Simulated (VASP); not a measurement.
# Rh (P6_3/mmc) in VASP: further runs

Runs on Rh. Level: LDA. Tasks: single point.

Everything below comes from runs of VASP 6.6.1. Logs are shortened: lines on timing, memory, paths and dates and some standing lists are left out, and cuts for length are marked.

## 1. The cell of the first run

Symmetry: P6_3/mmc, No. 194, hexagonal system. Conventional cell: a = 2.661 Å, b = 2.661 Å, c = 4.315 Å, α = 90.00°, β = 90.00°, γ = 120.00°. Within 3.5 Å of Rh (site symmetry -6m2) lie 12 Rh at 2.65 to 2.66 Å.

## 2. Single point, LDA

INCAR

```
SYSTEM = Rh
PREC = Accurate ; ENCUT = 530
EDIFF = 1E-6 ; ISMEAR = -1
SIGMA = 0.1 ; LREAL = .FALSE.
LASPH = .TRUE. ; NELM = 120
ALGO = Normal ; ISIF = 2
LWAVE = .FALSE. ; LCHARG = .FALSE.
NBANDS = 24 ; GGA_COMPAT = .FALSE.
```

KPOINTS

```
regular mesh
0
G
  12 12 7
  0 0 0
```

POSCAR

```
Rh
1.0
    2.6609227802      0.0000000000      0.0000000000
   -1.3304618773      2.3044265389      0.0000000000
    0.0000000000      0.0000000000      4.3148875410
Rh
2
Direct
    0.6666666667      0.3333333333      0.7500000000
    0.3333333333      0.6666666667      0.2500000000
```

Potentials or basis: VASP PAW LDA potentials, release 64 (Rh_sv_GW).

Launch:

```console
> cat potpaw_LDA.64/Rh_sv_GW/POTCAR > POTCAR
> mpirun -np 1 vasp_std > vasp.out
```

OUTCAR:

```text
SYSTEM = Rh
   PREC = Accurate
   ENCUT = 530
   EDIFF = 1E-6
   ISMEAR = -1
   LREAL = .FALSE.
   LASPH = .TRUE.
   NELM = 120
   ISIF = 2

 ion  position               nearest neighbor table
   1  0.667  0.333  0.750-   2 2.65   2 2.65   2 2.65   2 2.65   2 2.65   2 2.65
   2  0.333  0.667  0.250-   1 2.65   1 2.65   1 2.65   1 2.65   1 2.65   1 2.65

  LATTYP: Found a hexagonal cell.
 ALAT       =     2.6609227802
 C/A-ratio  =     1.6215756327

  Lattice vectors:

 A1 = (   2.6609227802,   0.0000000000,   0.0000000000)
 A2 = (  -1.3304618773,   2.3044265389,   0.0000000000)
 A3 = (   0.0000000000,   0.0000000000,   4.3148875410)

Analysis of symmetry for initial positions (statically):
=====================================================================
 Subroutine PRICEL returns:
 Original cell was already a primitive cell.

 Routine SETGRP: Setting up the symmetry group for a
 hexagonal supercell.

 Subroutine GETGRP returns: Found 24 space group operations
 (whereof 12 operations were pure point group operations)
 out of a pool of 24 trial point group operations.

The static configuration has the point symmetry D_3d.
 The point group associated with its full space group is D_6h.

Analysis of symmetry for dynamics (positions and initial velocities):
=====================================================================
 Subroutine PRICEL returns:
 Original cell was already a primitive cell.

 Routine SETGRP: Setting up the symmetry group for a
 hexagonal supercell.

 Subroutine GETGRP returns: Found 24 space group operations
 (whereof 12 operations were pure point group operations)
 out of a pool of 24 trial point group operations.

The dynamic configuration has the point symmetry D_3d.
 The point group associated with its full space group is D_6h.

 Subroutine INISYM returns: Found 24 space group operations
 (whereof 12 operations are pure point group operations),
 and found     1 'primitive' translations

----------------------------------------------------------------------------------------

                                     Primitive cell

  volume of cell :      26.4585

  direct lattice vectors                    reciprocal lattice vectors
     2.660922780  0.000000000  0.000000000     0.375809478  0.216973800  0.000000000
    -1.330461877  2.304426539  0.000000000     0.000000000  0.433947441  0.000000000
     0.000000000  0.000000000  4.314887541     0.000000000  0.000000000  0.231755750

  length of vectors
     2.660922780  2.660922862  4.314887541     0.433947455  0.433947441  0.231755750

  position of ions in fractional coordinates (direct lattice)
     0.666666667  0.333333333  0.750000000
     0.333333333  0.666666667  0.250000000

  ion indices of the primitive-cell ions
   primitive index   ion index
                 1           1
                 2           2

----------------------------------------------------------------------------------------

 KPOINTS: regular mesh

Automatic generation of k-mesh.
 Grid dimensions read from file:
 generate k-points for:   12   12    7

 Generating k-lattice:

  Cartesian coordinates                     Fractional coordinates (reciprocal lattice)
     0.031317456  0.018081150  0.000000000     0.083333333  0.000000000  0.000000000
     0.000000000  0.036162287  0.000000000     0.000000000  0.083333333  0.000000000
     0.000000000  0.000000000  0.033107964     0.000000000  0.000000000  0.142857143

  Length of vectors
     0.036162288  0.036162287  0.033107964

  Shift w.r.t. Gamma in fractional coordinates (k-lattice)
     0.000000000  0.000000000  0.000000000

 Subroutine IBZKPT returns following result:
 ===========================================

 Found     76 irreducible k-points:

 Following reciprocal coordinates:
            Coordinates               Weight
  0.000000  0.000000  0.000000      1.000000
  0.083333  0.000000  0.000000      6.000000
  0.166667 -0.000000  0.000000      6.000000
  0.250000  0.000000  0.000000      6.000000
  0.333333 -0.000000  0.000000      6.000000
  0.416667  0.000000  0.000000      6.000000
[... 16 lines left out ...]
  0.250000  0.000000  0.142857     12.000000
  0.333333 -0.000000  0.142857     12.000000
 [... further k-points ...]
   k-points           NKPTS =     76   k-points in BZ     NKDIM =     76   number of bands    NBANDS=     24
   number of dos      NEDOS =    301   number of ions     NIONS =      2
   total plane-waves  NPLWV =  12800
   dimension x,y,z NGX =    20 NGY =   20 NGZ =   32
   dimension x,y,z NGXF=    40 NGYF=   40 NGZF=   64
   ions per type =               2
   NGX,Y,Z   is equivalent  to a cutoff of  12.50, 12.50, 12.33 a.u.
   NGXF,Y,Z  is equivalent  to a cutoff of  24.99, 24.99, 24.66 a.u.
 SYSTEM =  Rh
   PREC   = accura    normal or accurate (medium, high low for compatibility)
   ISTART =      0    job   : 0-new  1-cont  2-samecut
   ICHARG =      2    charge: 1-file 2-atom 10-const
   ISPIN  =      1    spin polarized calculation?
   LNONCOLLINEAR =      F non collinear calculations
   LSORBIT =      F    spin-orbit coupling
   LASPH  =      T    aspherical Exc in radial PAW
   ENCUT  =  530.0 eV  38.95 Ry    6.24 a.u.   4.99  4.99  8.10*2*pi/ulx,y,z
   NELM   =    120;   NELMIN=  2; NELMDL= -5     # of ELM steps
   EDIFF  = 0.1E-05   stopping-criterion for ELM
   LREAL  =      F    real-space projection
   EDIFFG = 0.1E-04   stopping-criterion for IOM
   NSW    =      0    number of steps for IOM
   IBRION =     -1    ionic relax: 0-MD 1-quasi-New 2-CG
   NFREE  =      0    steps in history (QN), initial steepest desc. (CG)
   ISIF   =      2    stress and relaxation
   ISYM   =      2    0-nonsym 1-usesym 2-fastsym
   POTIM  = 0.5000    time-step for ionic-motion
   TEBEG  =    0.0;   TEEND  =   0.0 temperature during run
   PSTRESS=    0.0 pullay stress
   NELECT =      34.0000    total number of electrons
   NUPDOWN=      -1.0000    fix difference up-down
   EMIN   =  10.00;   EMAX   =-10.00  energy-range for DOS
   EFERMI =   0.00;   METHOD = LEGACY
   ISMEAR =    -1;   SIGMA  =   0.10  broadening in eV -4-tet -1-fermi 0-gaus
   EFERMI_NEDOS =   21; number of points for ismear=-14 and -15
   IALGO  =     38    algorithm
   IMIX   =      4    mixing-type and parameters
     AMIX     =   0.40;   BMIX     =  1.00
     AMIX_MAG =   1.60;   BMIX_MAG =  1.00
  volume/ion in A,a.u.               =      13.23        89.28
  Fermi-wavevector in a.u.,A,eV,Ry     =   1.779834  3.363399 43.100678  3.167810
  Thomas-Fermi vector in A             =   2.844747
   LORBIT       =      0    0 simple, 1 ext, 2 COOP (PROOUT), +10 PAW based schemes
   GGA     = CA    functional components
   LHFCALC =     F    Hartree Fock is set to
   AEXX    =    0.0000 exact exchange contribution
   IVDW    =     0    specifies the selected vdW correction
   LEPSILON=     F    determine dielectric tensor
   LRPA    =     F    only Hartree local field effects (RPA)
 non-spin polarized calculation
  energy-cutoff  :      530.00
  volume of cell :       26.46
 maximum number of plane-waves:       756
 NGX is ok and might be reduce to    20
   NGX =  9   NGY =  9   NGZ = 17

 number of electron      34.0000004 magnetization

 Free energy of the ion-electron system (eV)
  ---------------------------------------------------
  ext. energy  EPLUGINS =         0.00000000
  ---------------------------------------------------
  free energy    TOTEN  =       -15.61866515 eV

  energy without entropy =      -15.51981490  energy(sigma->0) =      -15.56924002

 E-fermi :  11.3726     XC(G=0): -14.6703

 val. band max:       11.3722766620   @ k =   0.2500   0.1667   0.0000
 cond. band min:      11.3730171327   @ k =   0.1667   0.1667   0.4286
 fundamental gap:      0.0007404707
 Fermi energy:        11.3726043755

 k-point     1 :       0.0000    0.0000    0.0000
  band No.  band energies     occupation
      1     -67.2748      2.00000
      2     -67.1333      2.00000
      3     -35.7946      2.00000
      4     -35.0368      2.00000
      5     -35.0368      2.00000
      6     -34.9256      2.00000
[... 16 lines left out ...]
     23      29.1773      0.00000
     24      29.9032      0.00000

 k-point     2 :       0.0833    0.0000    0.0000
  band No.  band energies     occupation
      1     -67.2668      2.00000
      2     -67.1295      2.00000
      3     -35.7761      2.00000
      4     -35.0806      2.00000
      5     -35.0508      2.00000
      6     -34.9598      2.00000
[... 16 lines left out ...]
     23      29.4695      0.00000
     24      30.1698      0.00000

 k-point     3 :       0.1667   -0.0000    0.0000
  band No.  band energies     occupation
      1     -67.2445      2.00000
      2     -67.1196      2.00000
      3     -35.7223      2.00000
      4     -35.1975      2.00000
      5     -35.0876      2.00000
      6     -35.0794      2.00000
[... 16 lines left out ...]
     23      29.9410      0.00000
     24      30.1520      0.00000

 k-point     4 :       0.2500    0.0000    0.0000
  band No.  band energies     occupation
      1     -67.2127      2.00000
      2     -67.1072      2.00000
      3     -35.6416      2.00000
      4     -35.3593      2.00000
      5     -35.2381      2.00000
      6     -35.1362      2.00000
[... 16 lines left out ...]
     23      28.5951      0.00000
     24      28.6227      0.00000

 k-point     5 :       0.3333   -0.0000    0.0000
  band No.  band energies     occupation
      1     -67.1786      2.00000
      2     -67.0970      2.00000
      3     -35.5464      2.00000
      4     -35.5199      2.00000
      5     -35.3925      2.00000
      6     -35.1834      2.00000
[... 451 lines left out ...]
 k-point    22 :       0.1667   -0.0000    0.1429
  band No.  band energies     occupation
      1     -67.2383      2.00000
      2     -67.1258      2.00000
      3     -35.6912      2.00000
      4     -35.1876      2.00000
      5     -35.1094      2.00000
      6     -35.0803      2.00000
[... 16 lines left out ...]
     23      29.4971      0.00000
     24      29.8700      0.00000

 k-point    23 :       0.2500    0.0000    0.1429
  band No.  band energies     occupation
      1     -67.2075      2.00000
      2     -67.1125      2.00000
      3     -35.6294      2.00000
      4     -35.3374      2.00000
      5     -35.2634      2.00000
      6     -35.1281      2.00000
[... 16 lines left out ...]
     23      28.5298      0.00000
     24      28.8980      0.00000

 k-point    24 :       0.3333   -0.0000    0.1429
  band No.  band energies     occupation
      1     -67.1746      2.00000
      2     -67.1011      2.00000
      3     -35.6049      2.00000
      4     -35.4516      2.00000
      5     -35.4007      2.00000
      6     -35.1741      2.00000
[... 16 lines left out ...]
     23      27.0056      0.00000
     24      27.1056      0.00000

 [... further k-points ...]

------------------------ aborting loop because EDIFF is reached ----------------------------------------

  FORCE on cell =-STRESS in cart. coord.  units (eV):
  Direction    XX          YY          ZZ          XY          YZ          ZX
  --------------------------------------------------------------------------------------
  -------------------------------------------------------------------------------------
  Total       -0.0341066     -0.0341066     -0.2166953      0.0000000      0.0000000      0.0000000
  in kB       -2.0653032     -2.0653029    -13.1218632      0.0000004      0.0000000      0.0000000
  external PRESSURE =      -5.7508231 kB  Pullay stress =       0.0000000 kB

 VOLUME and BASIS-vectors are now :
 -----------------------------------------------------------------------------
  energy-cutoff  :      530.00
  volume of cell :       26.46
      direct lattice vectors                 reciprocal lattice vectors
     2.660922780  0.000000000  0.000000000     0.375809478  0.216973800  0.000000000
    -1.330461877  2.304426539  0.000000000     0.000000000  0.433947441  0.000000000
     0.000000000  0.000000000  4.314887541     0.000000000  0.000000000  0.231755750

 POSITION                                       TOTAL-FORCE (eV/Angst)
 -----------------------------------------------------------------------------------
      1.33046      0.76814      3.23617        -0.000000      0.000000      0.000000
     -0.00000      1.53628      1.07872         0.000000      0.000000      0.000000
 -----------------------------------------------------------------------------------
    total drift:                                0.000000     -0.000000      0.000000

  FREE ENERGIE OF THE ION-ELECTRON SYSTEM (eV)
  ---------------------------------------------------
  free  energy   TOTEN  =       -15.6186651497 eV

  energy  without entropy=      -15.5198148981  energy(sigma->0) =      -15.56924002
```

It took 25 s on 1 thread of AMD EPYC 9R45 (Zen 5), shared host; peak memory 0.14 GiB.

Results:

| Item | Value |
| --- | --- |
| Free energy | -15.6187 eV |
| Pressure | -0.6 GPa |
| Band gap on the k mesh | zero (band 17 reaches 12.06 eV, above the bottom of band 18 at 9.46 eV) |

Stress tensor (GPa, compression positive):
```
-0.21  0.00  0.00
 0.00 -0.21  0.00
 0.00  0.00 -1.31
```

(Continued in part 2 of 2.)
